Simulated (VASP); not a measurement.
Set up this calculation in VASP 6.6.1, as the native input.

| Item | Value |
| --- | --- |
| Task | single point |
| Functional | r2SCAN |
| Potentials or basis | VASP PAW PBE potentials, release 64 (Ti_sv) |
| Cutoff | 520 eV |
| k mesh | 14 × 14 × 4 |
| Occupations | fermi-dirac, width 0.1 eV |
| Spin | no spin polarisation |
| Dipole correction | no |
| Further INCAR settings | ALGO = Normal; EDIFF = 1e-06; NBANDS = 32 |

Crystal: Ti.

```
Ti
1.0
     2.93106    0.00000    0.00000
    -1.46553    2.53838    0.00000
     0.00000    0.00000    9.37101
Ti
4
Direct
  0.00000 0.00000 0.00000
  0.00000 0.00000 0.50000
  0.33333 0.66667 0.25000
  0.66667 0.33333 0.75000
```

One way to write it, as run:

POSCAR

```
Ti
1.0
    2.9310645470      0.0000000000      0.0000000000
   -1.4655322735      2.5383763578      0.0000000000
    0.0000000000      0.0000000000      9.3710126135
Ti
4
Direct
    0.0000000000      0.0000000000      0.0000000000
    1.0000000000      0.0000000000      0.5000000000
    0.3333333333      0.6666666667      0.2500000000
    0.6666666667      0.3333333333      0.7500000000
```

INCAR.step1

```
SYSTEM = Ti
  PREC = Accurate
  ENCUT = 520
  ISMEAR = -1
  SIGMA = 0.1
  LREAL = .FALSE.
  LASPH = .TRUE.
  NELM = 60
  NBANDS = 32
  GGA = PE
  ALGO = Normal
  EDIFF = 1E-4
  LWAVE = .TRUE.
  LCHARG = .FALSE.
```

INCAR.step2

```
SYSTEM = Ti
  PREC = Accurate
  ENCUT = 520
  EDIFF = 1E-6
  ISMEAR = -1
  SIGMA = 0.1
  LREAL = .FALSE.
  LASPH = .TRUE.
  NELM = 60
  ALGO = Normal
  ISIF = 2
  LWAVE = .FALSE.
  LCHARG = .FALSE.
  METAGGA = R2SCAN
  LMIXTAU = .TRUE.
  NBANDS = 32
  ISTART = 1
```

KPOINTS

```
regular mesh
0
G
  14 14 4
  0 0 0
```

Potentials or basis: VASP PAW PBE potentials, release 64 (Ti_sv).

Command:

```bash
$ cat potpaw_PBE.64/Ti_sv/POTCAR > POTCAR
$ cp INCAR.step1 INCAR
$ mpirun -np 1 vasp_std > vasp.out
$ cp INCAR.step2 INCAR
$ mpirun -np 1 vasp_std > vasp.out
```

It gave:

The pressure is 0.4 GPa. The band gap on the k mesh is zero (bands 24 and 25 overlap by 1.23 eV).

Caveat: the PAW data sets were made with another functional, which shifts forces and pressure a little.

Wall time 4.8 min on 1 thread of Intel(R) Xeon(R) 6975P-C (Granite Rapids), with other jobs on the host, peak memory 0.27 GiB.
